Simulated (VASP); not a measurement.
# CsPbCl3 (Pm-3m) in VASP: further runs

CsPbCl3 is run at these levels: PBEsol; tasks: single point.

Everything below comes from runs of VASP 6.6.1. Logs are shortened: lines on timing, memory, paths and dates and some standing lists are left out, and cuts for length are marked.

## 1. The cell of the first run

It takes space group Pm-3m (No. 221, cubic). Conventional cell: a = 5.800 Å, b = 5.800 Å, c = 5.800 Å, α = 90.00°, β = 90.00°, γ = 90.00°. Within 5.4 Å of Cs (site symmetry m-3m) lie 12 Cl at 4.10 Å and 8 Pb at 5.02 Å. Within 3.8 Å of Pb (site symmetry m-3m) lie 6 Cl at 2.90 Å. Cl (site symmetry 4/mmm) has 2 Pb at 2.90 Å within 3.8 Å.

## 2. Single point, PBEsol (volume scaled by 1.10)

Input file INCAR:

```
SYSTEM = CsPbCl3
ALGO     = Normal         ! electronic algorithm
EDIFF    = 1E-6           ! SCF threshold, eV
ENCUT    = 520            ! plane-wave cutoff, eV
GGA      = PS             ! functional
ISIF     = 2              ! what is computed and relaxed
ISMEAR   = 0              ! smearing method
LASPH    = .TRUE.         ! aspherical terms in the spheres
LCHARG   = .FALSE.        ! write CHGCAR
LREAL    = .FALSE.        ! projectors in reciprocal space
LWAVE    = .FALSE.        ! write WAVECAR
NBANDS   = 30             ! bands
NELM     = 60             ! most SCF steps
PREC     = Accurate       ! precision mode
SIGMA    = 0.02           ! smearing width, eV
```

Input file KPOINTS:

```
k-points
0
G
  6 6 6
  0 0 0
```

Input file POSCAR:

```
CsPbCl3
1.0
    5.8000241221      0.0000000000      0.0000000000
    0.0000000000      5.8000241221      0.0000000000
    0.0000000000      0.0000000000      5.8000241221
Cs Pb Cl
1 1 3
Direct
    0.0000000000      0.0000000000      0.0000000000
    0.5000000000      0.5000000000      0.5000000000
    0.5000000000      0.5000000000      0.0000000000
    0.0000000000      0.5000000000      0.5000000000
    0.5000000000      0.0000000000      0.5000000000
```

Potentials or basis: VASP PAW PBE potentials, release 64 (Cs_sv, Pb_d, Cl).

Command:

```console
$ cat potpaw_PBE.64/Cs_sv/POTCAR potpaw_PBE.64/Pb_d/POTCAR potpaw_PBE.64/Cl/POTCAR > POTCAR
$ mpirun -np 1 vasp_std > vasp.out
```

OUTCAR:

```text
SYSTEM = CsPbCl3
   EDIFF = 1E-6
   ENCUT = 520
   GGA = PS
   ISIF = 2
   ISMEAR = 0
   LASPH = .TRUE.
   LREAL = .FALSE.
   NELM = 60
   PREC = Accurate

 ion  position               nearest neighbor table
   1  0.000  0.000  0.000-
   2  0.500  0.500  0.500-   3 2.90   4 2.90   5 2.90   3 2.90   5 2.90   4 2.90
   3  0.500  0.500  0.000-   2 2.90   2 2.90
   4  0.000  0.500  0.500-   2 2.90   2 2.90
   5  0.500  0.000  0.500-   2 2.90   2 2.90

  LATTYP: Found a simple cubic cell.
 ALAT       =     5.8000241221

  Lattice vectors:

 A1 = (   5.8000241221,   0.0000000000,   0.0000000000)
 A2 = (   0.0000000000,   5.8000241221,   0.0000000000)
 A3 = (   0.0000000000,   0.0000000000,   5.8000241221)

Analysis of symmetry for initial positions (statically):
=====================================================================
 Subroutine PRICEL returns:
 Original cell was already a primitive cell.

 Routine SETGRP: Setting up the symmetry group for a
 simple cubic supercell.

 Subroutine GETGRP returns: Found 48 space group operations
 (whereof 48 operations were pure point group operations)
 out of a pool of 48 trial point group operations.

The static configuration has the point symmetry O_h .

Analysis of symmetry for dynamics (positions and initial velocities):
=====================================================================
 Subroutine PRICEL returns:
 Original cell was already a primitive cell.

 Routine SETGRP: Setting up the symmetry group for a
 simple cubic supercell.

 Subroutine GETGRP returns: Found 48 space group operations
 (whereof 48 operations were pure point group operations)
 out of a pool of 48 trial point group operations.

The dynamic configuration has the point symmetry O_h .

 Subroutine INISYM returns: Found 48 space group operations
 (whereof 48 operations are pure point group operations),
 and found     1 'primitive' translations

----------------------------------------------------------------------------------------

                                     Primitive cell

  volume of cell :     195.1144

  direct lattice vectors                    reciprocal lattice vectors
     5.800024122  0.000000000  0.000000000     0.172413076  0.000000000  0.000000000
     0.000000000  5.800024122  0.000000000     0.000000000  0.172413076  0.000000000
     0.000000000  0.000000000  5.800024122     0.000000000  0.000000000  0.172413076

  length of vectors
     5.800024122  5.800024122  5.800024122     0.172413076  0.172413076  0.172413076

  position of ions in fractional coordinates (direct lattice)
     0.000000000  0.000000000  0.000000000
     0.500000000  0.500000000  0.500000000
     0.500000000  0.500000000  0.000000000
     0.000000000  0.500000000  0.500000000
     0.500000000  0.000000000  0.500000000

  ion indices of the primitive-cell ions
   primitive index   ion index
                 1           1
                 2           2
                 3           3
                 4           4
                 5           5

----------------------------------------------------------------------------------------

 KPOINTS: k-points

Automatic generation of k-mesh.
 Grid dimensions read from file:
 generate k-points for:    6    6    6

 Generating k-lattice:

  Cartesian coordinates                     Fractional coordinates (reciprocal lattice)
     0.028735513  0.000000000  0.000000000     0.166666667  0.000000000  0.000000000
     0.000000000  0.028735513  0.000000000     0.000000000  0.166666667  0.000000000
     0.000000000  0.000000000  0.028735513     0.000000000  0.000000000  0.166666667

  Length of vectors
     0.028735513  0.028735513  0.028735513

  Shift w.r.t. Gamma in fractional coordinates (k-lattice)
     0.000000000  0.000000000  0.000000000

 Subroutine IBZKPT returns following result:
 ===========================================

 Found     20 irreducible k-points:

 Following reciprocal coordinates:
            Coordinates               Weight
  0.000000  0.000000  0.000000      1.000000
  0.166667  0.000000  0.000000      6.000000
  0.333333  0.000000  0.000000      6.000000
  0.500000  0.000000  0.000000      3.000000
  0.166667  0.166667  0.000000     12.000000
  0.333333  0.166667  0.000000     24.000000
[... 12 lines left out ...]
  0.500000  0.500000  0.333333      6.000000
  0.500000  0.500000  0.500000      1.000000
   k-points           NKPTS =     20   k-points in BZ     NKDIM =     20   number of bands    NBANDS=     30
   number of dos      NEDOS =    301   number of ions     NIONS =      5
   total plane-waves  NPLWV = 110592
   dimension x,y,z NGX =    48 NGY =   48 NGZ =   48
   dimension x,y,z NGXF=    96 NGYF=   96 NGZF=   96
   ions per type =               1   1   3
   NGX,Y,Z   is equivalent  to a cutoff of  13.76, 13.76, 13.76 a.u.
   NGXF,Y,Z  is equivalent  to a cutoff of  27.52, 27.52, 27.52 a.u.
 SYSTEM =  CsPbCl3
   PREC   = accura    normal or accurate (medium, high low for compatibility)
   ISTART =      0    job   : 0-new  1-cont  2-samecut
   ICHARG =      2    charge: 1-file 2-atom 10-const
   ISPIN  =      1    spin polarized calculation?
   LNONCOLLINEAR =      F non collinear calculations
   LSORBIT =      F    spin-orbit coupling
   LASPH  =      T    aspherical Exc in radial PAW
   ENCUT  =  520.0 eV  38.22 Ry    6.18 a.u.  10.78 10.78 10.78*2*pi/ulx,y,z
   NELM   =     60;   NELMIN=  2; NELMDL= -5     # of ELM steps
   EDIFF  = 0.1E-05   stopping-criterion for ELM
   LREAL  =      F    real-space projection
[... 7 lines left out ...]
   TEBEG  =    0.0;   TEEND  =   0.0 temperature during run
   PSTRESS=    0.0 pullay stress
   NELECT =      44.0000    total number of electrons
   NUPDOWN=      -1.0000    fix difference up-down
   EMIN   =  10.00;   EMAX   =-10.00  energy-range for DOS
   EFERMI =   0.00;   METHOD = LEGACY
   ISMEAR =     0;   SIGMA  =   0.02  broadening in eV -4-tet -1-fermi 0-gaus
   EFERMI_NEDOS =   21; number of points for ismear=-14 and -15
   IALGO  =     38    algorithm
   IMIX   =      4    mixing-type and parameters
     AMIX     =   0.40;   BMIX     =  1.00
     AMIX_MAG =   1.60;   BMIX_MAG =  1.00
  volume/ion in A,a.u.               =      39.02       263.34
  Fermi-wavevector in a.u.,A,eV,Ry     =   0.996466  1.883048 13.509836  0.992945
  Thomas-Fermi vector in A             =   2.128557
   LORBIT       =      0    0 simple, 1 ext, 2 COOP (PROOUT), +10 PAW based schemes
   GGA     = PS    functional components
   LHFCALC =     F    Hartree Fock is set to
   AEXX    =    0.0000 exact exchange contribution
   IVDW    =     0    specifies the selected vdW correction
   LEPSILON=     F    determine dielectric tensor
   LRPA    =     F    only Hartree local field effects (RPA)
 non-spin polarized calculation
 Gauss-broadening in eV      SIGMA  =   0.02
  energy-cutoff  :      520.00
  volume of cell :      195.11
 maximum number of plane-waves:      5294
 NGX is ok and might be reduce to    48
   NGX = 21   NGY = 21   NGZ = 21

 number of electron      44.0000008 magnetization

 Free energy of the ion-electron system (eV)
  ---------------------------------------------------
  ext. energy  EPLUGINS =         0.00000000
  ---------------------------------------------------
  free energy    TOTEN  =       -18.26838540 eV

  energy without entropy =      -18.26838540  energy(sigma->0) =      -18.26838540

 E-fermi :   0.6437     XC(G=0):  -7.5554

 val. band max:        0.4922677347   @ k =   0.5000   0.5000   0.5000
 cond. band min:       2.6936553823   @ k =   0.5000   0.5000   0.5000
 fundamental gap:      2.2013876476
 Fermi energy:         0.6436940720

 k-point     1 :       0.0000    0.0000    0.0000
  band No.  band energies     occupation
      1     -20.3758      2.00000
      2     -15.8480      2.00000
      3     -15.8480      2.00000
      4     -15.7159      2.00000
      5     -15.7159      2.00000
      6     -15.7159      2.00000
[... 22 lines left out ...]
     29       6.3904      0.00000
     30       6.3904      0.00000

 k-point     2 :       0.1667    0.0000    0.0000
  band No.  band energies     occupation
      1     -20.3755      2.00000
      2     -15.8480      2.00000
      3     -15.8336      2.00000
      4     -15.7161      2.00000
      5     -15.7161      2.00000
      6     -15.7159      2.00000
[... 22 lines left out ...]
     29       6.3257      0.00000
     30       6.6951      0.00000

 k-point     3 :       0.3333    0.0000    0.0000
  band No.  band energies     occupation
      1     -20.3750      2.00000
      2     -15.8480      2.00000
      3     -15.8041      2.00000
      4     -15.7165      2.00000
      5     -15.7165      2.00000
      6     -15.7159      2.00000
[... 22 lines left out ...]
     29       6.5552      0.00000
     30       7.2266      0.00000

 k-point     4 :       0.5000    0.0000    0.0000
  band No.  band energies     occupation
      1     -20.3747      2.00000
      2     -15.8480      2.00000
      3     -15.7892      2.00000
      4     -15.7167      2.00000
      5     -15.7167      2.00000
      6     -15.7159      2.00000
[... 22 lines left out ...]
     29       6.7307      0.00000
     30       7.6620      0.00000

 k-point     5 :       0.1667    0.1667    0.0000
  band No.  band energies     occupation
      1     -20.3753      2.00000
      2     -15.8409      2.00000
      3     -15.8261      2.00000
      4     -15.7163      2.00000
      5     -15.7161      2.00000
      6     -15.7161      2.00000
[... 22 lines left out ...]
     29       6.4441      0.00000
     30       6.8174      0.00000
[... 394 lines left out ...]
     29       6.8666      0.00000
     30       7.2223      0.00000

 k-point    18 :       0.5000    0.3333    0.3333
  band No.  band energies     occupation
      1     -20.3733      2.00000
      2     -15.7793      2.00000
      3     -15.7630      2.00000
      4     -15.7173      2.00000
      5     -15.7173      2.00000
      6     -15.7171      2.00000
[... 22 lines left out ...]
     29       6.7481      0.00000
     30       7.1600      0.00000

 k-point    19 :       0.5000    0.5000    0.3333
  band No.  band energies     occupation
      1     -20.3730      2.00000
      2     -15.7713      2.00000
      3     -15.7545      2.00000
      4     -15.7175      2.00000
      5     -15.7173      2.00000
      6     -15.7173      2.00000
[... 22 lines left out ...]
     29       6.5991      0.00000
     30       7.3438      0.00000

 k-point    20 :       0.5000    0.5000    0.5000
  band No.  band energies     occupation
      1     -20.3728      2.00000
      2     -15.7544      2.00000
      3     -15.7544      2.00000
      4     -15.7175      2.00000
      5     -15.7175      2.00000
      6     -15.7175      2.00000
[... 22 lines left out ...]
     29       6.5018      0.00000
     30       7.6730      0.00000

------------------------ aborting loop because EDIFF is reached ----------------------------------------

  FORCE on cell =-STRESS in cart. coord.  units (eV):
  Direction    XX          YY          ZZ          XY          YZ          ZX
  --------------------------------------------------------------------------------------
  -------------------------------------------------------------------------------------
  Total       -2.3628134     -2.3628134     -2.3628134      0.0000000      0.0000000     -0.0000000
  in kB      -19.4021835    -19.4021835    -19.4021835      0.0000000      0.0000000     -0.0000000
  external PRESSURE =     -19.4021835 kB  Pullay stress =       0.0000000 kB

 VOLUME and BASIS-vectors are now :
 -----------------------------------------------------------------------------
  energy-cutoff  :      520.00
  volume of cell :      195.11
      direct lattice vectors                 reciprocal lattice vectors
     5.800024122  0.000000000  0.000000000     0.172413076  0.000000000  0.000000000
     0.000000000  5.800024122  0.000000000     0.000000000  0.172413076  0.000000000
     0.000000000  0.000000000  5.800024122     0.000000000  0.000000000  0.172413076

 POSITION                                       TOTAL-FORCE (eV/Angst)
 -----------------------------------------------------------------------------------
      0.00000      0.00000      0.00000         0.000000      0.000000      0.000000
      2.90001      2.90001      2.90001         0.000000      0.000000      0.000000
      2.90001      2.90001      0.00000         0.000000      0.000000      0.000000
      0.00000      2.90001      2.90001         0.000000      0.000000      0.000000
      2.90001      0.00000      2.90001         0.000000      0.000000      0.000000
 -----------------------------------------------------------------------------------
    total drift:                                0.000000     -0.000000     -0.000000

  FREE ENERGIE OF THE ION-ELECTRON SYSTEM (eV)
  ---------------------------------------------------
  free  energy   TOTEN  =       -18.2683854032 eV

  energy  without entropy=      -18.2683854032  energy(sigma->0) =      -18.26838540
```

Run time: 1.8 min. Hardware: 1 thread of Intel Xeon Platinum 8259CL at 2.50GHz (Skylake/Cascade Lake), shared host; peak memory 0.38 GiB.

What came out:

```yaml
Free_energy: -18.2684 eV
Pressure: -1.9 GPa
Band_gap_on_the_k_mesh: 2.20 eV, direct
```

Caveat: the PAW data sets were made with another functional, which shifts forces and pressure a little; spin-orbit coupling is left out, which moves the levels of the heavy elements.

(Continued in part 2 of 2.)
